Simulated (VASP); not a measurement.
Wanted: the native input for a VASP 6.6.1 run.

```yaml
Task: single point
Functional: PBE
Potentials_or_basis: VASP PAW PBE potentials, release 64 (Si)
Cutoff: 520 eV
k_mesh: 8 × 8 × 8
Occupations: gaussian, width 0.02 eV
Spin: no spin polarisation
Dipole_correction: no
Further_INCAR_settings: ALGO = Normal; EDIFF = 1e-07; NBANDS = 11
```

The structure of Si lies in POSCAR:

```
Si
1.0
    0.0000000000      2.7345086959      2.7345086959
    2.7345086959      0.0000000000      2.7345086959
    2.7345086959      2.7345086959      0.0000000000
Si
2
Direct
    0.0000000000      0.0000000000      0.0000000000
    0.2500000000      0.2500000000      0.2500000000
```

The input as run:

INCAR

```
SYSTEM = Si
ALGO     = Normal         ! electronic algorithm
EDIFF    = 1E-7           ! SCF threshold, eV
ENCUT    = 520            ! plane-wave cutoff, eV
GGA      = PE             ! functional
ISIF     = 2              ! what is computed and relaxed
ISMEAR   = 0              ! smearing method
LASPH    = .TRUE.         ! aspherical terms in the spheres
LCHARG   = .FALSE.        ! write CHGCAR
LREAL    = .FALSE.        ! projectors in reciprocal space
LWAVE    = .FALSE.        ! write WAVECAR
NBANDS   = 11             ! bands
NELM     = 60             ! most SCF steps
PREC     = Accurate       ! precision mode
SIGMA    = 0.02           ! smearing width, eV
```

KPOINTS

```
k-points
0
G
  8 8 8
  0 0 0
```

Potentials or basis: VASP PAW PBE potentials, release 64 (Si).

Command:

```console
$ cat potpaw_PBE.64/Si/POTCAR > POTCAR
$ mpirun -np 1 vasp_std > vasp.out
```

It gave:

```json
{
  "Pressure": "0.0 GPa",
  "Band gap on the k mesh": "0.65 eV, indirect (least direct gap 2.56 eV)"
}
```

Run time: 28 s on 1 thread of AMD EPYC 7R13 Processor (Zen 3), on a shared host, peak memory 0.13 GiB.
